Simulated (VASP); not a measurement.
# KI (Fm-3m) in VASP: relaxation of cell and atoms with LDA

Aim: the relaxation of cell and atoms of KI with LDA.

Program: VASP 6.6.1. These are calculated values, not measurements. Logs are shortened: lines on timing, memory, paths and dates and some standing lists are left out, and cuts for length are marked.

**1. The cell of the first run**

Symmetry: Fm-3m, No. 225, cubic system. The conventional cell has a = 6.823 Å, b = 6.823 Å, c = 6.823 Å, α = 90.00°, β = 90.00°, γ = 90.00°. K (site symmetry m-3m) has 6 I at 3.41 Å within 4.5 Å. Within 4.5 Å of I (site symmetry m-3m) lie 6 K at 3.41 Å.

**2. Relaxation of cell and atoms, LDA, target pressure 30 GPa, at which the enthalpy is minimised**

File INCAR:

```
PREC = Accurate ; ENCUT = 600
EDIFF = 1E-7 ; ISMEAR = 0
SIGMA = 0.01 ; LREAL = False
LASPH = True ; NELM = 60
ALGO = Normal ; ISIF = 3
LWAVE = False ; LCHARG = False
IBRION = 2 ; NSW = 100
EDIFFG = -0.002 ; PSTRESS = 300.0
```

File KPOINTS:

```
regular mesh
0
Gamma
  6 6 6
```

File POSCAR:

```
KI
1.0
    0.0000000000      3.4114741204      3.4114741204
    3.4114741204      0.0000000000      3.4114741204
    3.4114741204      3.4114741204      0.0000000000
K I
1 1
Direct
    0.0000000000      0.0000000000      0.0000000000
    0.5000000000      0.5000000000      0.5000000000
```

Potentials or basis: VASP PAW LDA potentials, release 64 (K_sv, I).

Launch:

```console
$ cat potpaw_LDA.64/K_sv/POTCAR potpaw_LDA.64/I/POTCAR > POTCAR
$ mpirun -np 1 vasp_std > vasp.out
```

OUTCAR:

```text
PREC = Accurate
   ENCUT = 600
   EDIFF = 1E-7
   ISMEAR = 0
   LREAL = False
   LASPH = True
   NELM = 60
   ISIF = 3
   IBRION = 2
   NSW = 100
   EDIFFG = -0.002
   PSTRESS = 300.0

 ion  position               nearest neighbor table
   1  0.000  0.000  0.000-   2 3.41   2 3.41   2 3.41   2 3.41   2 3.41   2 3.41
   2  0.500  0.500  0.500-   1 3.41   1 3.41   1 3.41   1 3.41   1 3.41   1 3.41

  LATTYP: Found a face centered cubic cell.
 ALAT       =     6.8229482408

  Lattice vectors:

 A1 = (   0.0000000000,   3.4114741204,   3.4114741204)
 A2 = (   3.4114741204,   0.0000000000,   3.4114741204)
 A3 = (   3.4114741204,   3.4114741204,   0.0000000000)

Analysis of symmetry for initial positions (statically):
=====================================================================
 Subroutine PRICEL returns:
 Original cell was already a primitive cell.

 Routine SETGRP: Setting up the symmetry group for a
 face centered cubic supercell.

 Subroutine GETGRP returns: Found 48 space group operations
 (whereof 48 operations were pure point group operations)
 out of a pool of 48 trial point group operations.

The static configuration has the point symmetry O_h .

Analysis of symmetry for dynamics (positions and initial velocities):
=====================================================================
 Subroutine PRICEL returns:
 Original cell was already a primitive cell.

 Routine SETGRP: Setting up the symmetry group for a
 face centered cubic supercell.

 Subroutine GETGRP returns: Found 48 space group operations
 (whereof 48 operations were pure point group operations)
 out of a pool of 48 trial point group operations.

The dynamic configuration has the point symmetry O_h .

 Subroutine INISYM returns: Found 48 space group operations
 (whereof 48 operations are pure point group operations),
 and found     1 'primitive' translations

----------------------------------------------------------------------------------------

                                     Primitive cell

  volume of cell :      79.4065

  direct lattice vectors                    reciprocal lattice vectors
     0.000000000  3.411474120  3.411474120    -0.146564207  0.146564207  0.146564207
     3.411474120  0.000000000  3.411474120     0.146564207 -0.146564207  0.146564207
     3.411474120  3.411474120  0.000000000     0.146564207  0.146564207 -0.146564207

  length of vectors
     4.824552969  4.824552969  4.824552969     0.253856654  0.253856654  0.253856654

  position of ions in fractional coordinates (direct lattice)
     0.000000000  0.000000000  0.000000000
     0.500000000  0.500000000  0.500000000

  ion indices of the primitive-cell ions
   primitive index   ion index
                 1           1
                 2           2

----------------------------------------------------------------------------------------

 KPOINTS: regular mesh

Automatic generation of k-mesh.
 Grid dimensions read from file:
 generate k-points for:    6    6    6

 Generating k-lattice:

  Cartesian coordinates                     Fractional coordinates (reciprocal lattice)
    -0.024427368  0.024427368  0.024427368     0.166666667  0.000000000  0.000000000
     0.024427368 -0.024427368  0.024427368     0.000000000  0.166666667  0.000000000
     0.024427368  0.024427368 -0.024427368     0.000000000  0.000000000  0.166666667

  Length of vectors
     0.042309442  0.042309442  0.042309442

  Shift w.r.t. Gamma in fractional coordinates (k-lattice)
     0.000000000  0.000000000  0.000000000

 Subroutine IBZKPT returns following result:
 ===========================================

 Found     16 irreducible k-points:

 Following reciprocal coordinates:
            Coordinates               Weight
  0.000000  0.000000  0.000000      1.000000
  0.166667  0.000000  0.000000      8.000000
  0.333333  0.000000  0.000000      8.000000
  0.500000  0.000000  0.000000      4.000000
  0.166667  0.166667  0.000000      6.000000
  0.333333  0.166667  0.000000     24.000000
[... 8 lines left out ...]
 -0.333333  0.333333  0.166667     24.000000
 -0.333333  0.500000  0.166667     12.000000
   k-points           NKPTS =     16   k-points in BZ     NKDIM =     16   number of bands    NBANDS=     12
   number of dos      NEDOS =    301   number of ions     NIONS =      2
   total plane-waves  NPLWV =  64000
   dimension x,y,z NGX =    40 NGY =   40 NGZ =   40
   dimension x,y,z NGXF=    80 NGYF=   80 NGZF=   80
   ions per type =               1   1
   NGX,Y,Z   is equivalent  to a cutoff of  13.78, 13.78, 13.78 a.u.
   NGXF,Y,Z  is equivalent  to a cutoff of  27.57, 27.57, 27.57 a.u.
 SYSTEM =  unknown system
   PREC   = accura    normal or accurate (medium, high low for compatibility)
   ISTART =      0    job   : 0-new  1-cont  2-samecut
   ICHARG =      2    charge: 1-file 2-atom 10-const
   ISPIN  =      1    spin polarized calculation?
   LNONCOLLINEAR =      F non collinear calculations
   LSORBIT =      F    spin-orbit coupling
   LASPH  =      T    aspherical Exc in radial PAW
   ENCUT  =  600.0 eV  44.10 Ry    6.64 a.u.   9.64  9.64  9.64*2*pi/ulx,y,z
   NELM   =     60;   NELMIN=  2; NELMDL= -5     # of ELM steps
   EDIFF  = 0.1E-06   stopping-criterion for ELM
   LREAL  =      F    real-space projection
   EDIFFG = -.2E-02   stopping-criterion for IOM
   NSW    =    100    number of steps for IOM
   IBRION =      2    ionic relax: 0-MD 1-quasi-New 2-CG
   NFREE  =      1    steps in history (QN), initial steepest desc. (CG)
   ISIF   =      3    stress and relaxation
   ISYM   =      2    0-nonsym 1-usesym 2-fastsym
   POTIM  = 0.5000    time-step for ionic-motion
   TEBEG  =    0.0;   TEEND  =   0.0 temperature during run
   PSTRESS=  300.0 pullay stress
   NELECT =      16.0000    total number of electrons
   NUPDOWN=      -1.0000    fix difference up-down
   EMIN   =  10.00;   EMAX   =-10.00  energy-range for DOS
   EFERMI =   0.00;   METHOD = LEGACY
   ISMEAR =     0;   SIGMA  =   0.01  broadening in eV -4-tet -1-fermi 0-gaus
   EFERMI_NEDOS =   21; number of points for ismear=-14 and -15
   IALGO  =     38    algorithm
   IMIX   =      4    mixing-type and parameters
     AMIX     =   0.40;   BMIX     =  1.00
     AMIX_MAG =   1.60;   BMIX_MAG =  1.00
  volume/ion in A,a.u.               =      39.70       267.93
  Fermi-wavevector in a.u.,A,eV,Ry     =   0.959760  1.813684 12.532866  0.921140
  Thomas-Fermi vector in A             =   2.088985
   LORBIT       =      0    0 simple, 1 ext, 2 COOP (PROOUT), +10 PAW based schemes
   GGA     = CA    functional components
   LHFCALC =     F    Hartree Fock is set to
   AEXX    =    0.0000 exact exchange contribution
   IVDW    =     0    specifies the selected vdW correction
   LEPSILON=     F    determine dielectric tensor
   LRPA    =     F    only Hartree local field effects (RPA)
 conjugate gradient relaxation of ions
 non-spin polarized calculation
 Gauss-broadening in eV      SIGMA  =   0.01
  energy-cutoff  :      600.00
  volume of cell :       79.41
 maximum number of plane-waves:      2685
 NGX is ok and might be reduce to    40
   NGX = 19   NGY = 19   NGZ = 19

--------------------------------------- Ionic step        1  -------------------------------------------

 number of electron      16.0000000 magnetization

 Free energy of the ion-electron system (eV)
  ---------------------------------------------------
  ext. energy  EPLUGINS =         0.00000000
  ---------------------------------------------------
  free energy    TOTEN  =        -6.16624753 eV

  energy without entropy =       -6.16624753  energy(sigma->0) =       -6.16624753

 E-fermi :   0.0304     XC(G=0):  -8.0384

 val. band max:       -0.0321054115   @ k =   0.0000   0.0000   0.0000
 cond. band min:       3.8407932705   @ k =   0.0000   0.0000   0.0000
 fundamental gap:      3.8728986819
 Fermi energy:         0.0304129735

 k-point     1 :       0.0000    0.0000    0.0000
  band No.  band energies     occupation
      1     -28.0145      2.00000
      2     -11.7567      2.00000
      3     -11.7567      2.00000
      4     -11.7567      2.00000
      5     -10.7783      2.00000
      6      -0.0321      2.00000
      7      -0.0321      2.00000
      8      -0.0321      2.00000
      9       3.8408      0.00000
     10       6.1846      0.00000
     11       6.1846      0.00000
     12       6.1846      0.00000
[... 258 lines left out ...]
  enthalpy is  TOTEN    =         8.7022440471 eV   P V=       14.8684915764

--------------------------------------- Ionic step        2  -------------------------------------------

 number of electron      16.0000000 magnetization

 E-fermi :  18.2800     XC(G=0): -14.4886

 val. band max:       18.2800252264   @ k =   0.3333   0.3333   0.0000
 cond. band min:      18.2800252335   @ k =   0.3333   0.3333   0.0000
 fundamental gap:      0.0000000071
 Fermi energy:        18.2800252299

 k-point     1 :       0.0000    0.0000    0.0000
  band No.  band energies     occupation
      1     -15.5346      2.00000
      2       2.4695      2.00000
      3       2.4695      2.00000
      4       2.4695      2.00000
      5       3.6541      2.00000
      6      18.6767      0.00000
      7      18.6767      0.00000
      8      18.6767      0.00000
      9      19.6698      0.00000
     10      19.6698      0.00000
     11      19.6698      0.00000
     12      21.6917      0.00000
[... 258 lines left out ...]
  enthalpy is  TOTEN    =        20.6367025472 eV   P V=        3.9298862376

--------------------------------------- Ionic step        3  -------------------------------------------

 number of electron      16.0000000 magnetization

 E-fermi :   3.1584     XC(G=0):  -9.6732

 val. band max:        3.0338243559   @ k =   0.0000   0.0000   0.0000
 cond. band min:       6.2557727002   @ k =   0.5000   0.5000   0.0000
 fundamental gap:      3.2219483443
 Fermi energy:         3.1583664138

 k-point     1 :       0.0000    0.0000    0.0000
  band No.  band energies     occupation
      1     -24.8360      2.00000
      2      -8.7583      2.00000
      3      -8.6574      2.00000
      4      -8.6574      2.00000
      5      -8.6574      2.00000
      6       3.0338      2.00000
      7       3.0338      2.00000
      8       3.0338      2.00000
      9       8.2982      0.00000
     10       8.5562      0.00000
     11       8.5562      0.00000
     12       8.5562      0.00000
[... 252 lines left out ...]
  FREE ENERGIE OF THE ION-ELECTRON SYSTEM (eV)
  ---------------------------------------------------
  free  energy   TOTEN  =        -5.2899632671 eV

  energy  without entropy=       -5.2899632671  energy(sigma->0) =       -5.28996327

  enthalpy is  TOTEN    =         4.8298517262 eV   P V=       10.1198149933

[... ionic steps 4 to 14 ...]

--------------------------------------- Ionic step       15  -------------------------------------------

 number of electron      16.0000000 magnetization

------------------------ aborting loop because EDIFF is reached ----------------------------------------

  FORCE on cell =-STRESS in cart. coord.  units (eV):
  Direction    XX          YY          ZZ          XY          YZ          ZX
  --------------------------------------------------------------------------------------
  -------------------------------------------------------------------------------------
  Total        8.7175950      8.7175950      8.7175950      0.0000000      0.0000000      0.0000000
  in kB      295.4017053    295.4017053    295.4017053      0.0000000      0.0000000      0.0000000
  external PRESSURE =      -4.5982947 kB  Pullay stress =     300.0000000 kB
[... 61 lines left out ...]
  enthalpy is  TOTEN    =         4.4966074031 eV   P V=        8.8295396544

--------------------------------------- Ionic step       17  -------------------------------------------

 number of electron      16.0000000 magnetization

 Free energy of the ion-electron system (eV)
  ---------------------------------------------------
  ext. energy  EPLUGINS =         0.00000000
  ---------------------------------------------------
  free energy    TOTEN  =        -4.32433937 eV

  energy without entropy =       -4.32433937  energy(sigma->0) =       -4.32433937

 E-fermi :   4.6386     XC(G=0): -10.3013

 val. band max:        4.5411490305   @ k =   0.0000   0.0000   0.0000
 cond. band min:       7.0508438990   @ k =   0.5000   0.5000   0.0000
 fundamental gap:      2.5096948685
 Fermi energy:         4.6386431547

 k-point     1 :       0.0000    0.0000    0.0000
  band No.  band energies     occupation
      1     -23.5301      2.00000
      2      -7.8047      2.00000
      3      -7.3708      2.00000
      4      -7.3708      2.00000
      5      -7.3708      2.00000
      6       4.5411      2.00000
      7       4.5411      2.00000
      8       4.5411      2.00000
      9       9.5995      0.00000
     10       9.5995      0.00000
     11       9.5995      0.00000
     12      10.5089      0.00000
[... 252 lines left out ...]
  FREE ENERGIE OF THE ION-ELECTRON SYSTEM (eV)
  ---------------------------------------------------
  free  energy   TOTEN  =        -4.3243393683 eV

  energy  without entropy=       -4.3243393683  energy(sigma->0) =       -4.32433937

  enthalpy is  TOTEN    =         4.4965899426 eV   P V=        8.8209293109

 reached required accuracy - stopping structural energy minimisation
```

Wall time 2.2 min (1 thread of AMD EPYC 9R45 (Zen 5), shared host); peak memory 0.2 GiB.

Results:

```yaml
Free_energy: -4.3243 eV
Relaxed_volume: 23.55 Å³/atom
Relaxed_cell: a = 4.054 Å, b = 4.054 Å, c = 4.054 Å, α = 60.00°, β = 60.00°, γ = 60.00°
Space_group_after_relaxing_to_0.05_Å: Fm-3m (No. 225)
Energy_change_on_relaxing_the_enthalpy_is_what_falls: +921.0 meV/atom
Ionic_steps: 17
Pressure_after_relaxing: 30.0 GPa
Band_gap_on_the_k_mesh: 2.51 eV, indirect (least direct gap 3.26 eV)
```

The path:
| step | energy change (eV) | largest force (eV/Å) | pressure (GPa) | volume (Å³) |
| --- | --- | --- | --- | --- |
| 1 | 0.0000 | 0.0000 | 0.03 | 79.41 |
| 2 | 22.8731 | 0.0000 | 372.25 | 20.99 |
| 3 | 0.8763 | 0.0000 | 16.00 | 54.05 |
| 4 | 1.3690 | 0.0000 | 23.18 | 49.97 |
| 5 | 1.8748 | 0.0000 | 30.47 | 46.93 |
| 6 | 1.7742 | 0.0000 | 29.02 | 47.48 |
| 7 | 1.7774 | 0.0000 | 29.07 | 47.46 |
| 8 | 1.7867 | 0.0000 | 29.21 | 47.41 |
| 9 | 1.7869 | 0.0000 | 29.20 | 47.41 |
| 10 | 1.7872 | 0.0000 | 29.21 | 47.40 |
| 11 | 1.7879 | 0.0000 | 29.22 | 47.40 |
| 12 | 1.7894 | 0.0000 | 29.24 | 47.39 |
| 13 | 1.7923 | 0.0000 | 29.27 | 47.38 |
| 14 | 1.7981 | 0.0000 | 29.37 | 47.35 |
| 15 | 1.8098 | 0.0000 | 29.54 | 47.28 |
| 16 | 1.8333 | 0.0000 | 29.88 | 47.15 |
| 17 | 1.8419 | 0.0000 | 30.00 | 47.11 |

Final structure:
```
K I
1.0
     0.00000    2.86654    2.86654
     2.86654    0.00000    2.86654
     2.86654    2.86654    0.00000
K I
1 1
Direct
  0.00000 0.00000 0.00000
  0.50000 0.50000 0.50000
```

Caveat: the cell is relaxed towards a set pressure, so the enthalpy falls and the energy may rise; the volume moved by over 15 % at a fixed basis, so the end points are rough; spin-orbit coupling is left out, which moves the levels of the heavy elements.
